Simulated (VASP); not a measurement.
Wanted: the native input for a VASP 6.6.1 run.

| Item | Value |
| --- | --- |
| Task | single point |
| Functional | PBE |
| Potentials or basis | VASP PAW PBE potentials, release 64 (Fe) |
| Cutoff | 520 eV |
| k mesh | 20 × 20 × 20 |
| Occupations | gaussian, width 0.1 eV |
| Spin | collinear spin, ferromagnetic start |
| Starting moments | [2.44] μB |
| Dipole correction | no |
| Further INCAR settings | ALGO = Normal; EDIFF = 1e-06; NBANDS = 14 |

The structure of Fe lies in POSCAR:

```
Fe
1.0
   -1.3868880682      1.3868880682      1.3868880682
    1.3868880682     -1.3868880682      1.3868880682
    1.3868880682      1.3868880682     -1.3868880682
Fe
1
Direct
    0.0000000000      0.0000000000      0.0000000000
```

One way to write it, as run:

INCAR

```
SYSTEM = Fe
PREC = Accurate
ENCUT = 520
EDIFF = 1E-6
ISMEAR = 0
SIGMA = 0.1
LREAL = .False.
LASPH = .True.
NELM = 150
ALGO = Normal
ISIF = 2
LWAVE = .False.
LCHARG = .False.
ISPIN = 2
MAGMOM = 2.44
LORBIT = 11
LMAXMIX = 4
GGA = PE
NBANDS = 14
```

KPOINTS

```
Automatic mesh
0
Gamma
  20 20 20
  0 0 0
```

Potentials or basis: VASP PAW PBE potentials, release 64 (Fe).

Launch:

```sh
$ cat potpaw_PBE.64/Fe/POTCAR > POTCAR
$ mpirun -np 1 vasp_std > vasp.out
```

It gave:

```yaml
Pressure: 13.5 GPa
Net_moment: 2.07 μB per cell
Site_moments: Fe +2.06 μB
Valence_electrons_inside_the_program's_atomic_spheres: Fe 7.41
```

Caveat: the cell stands under pressure.

It took 78 s on 1 thread of Intel Xeon 8259CL (shared host), peak memory 0.17 GiB.
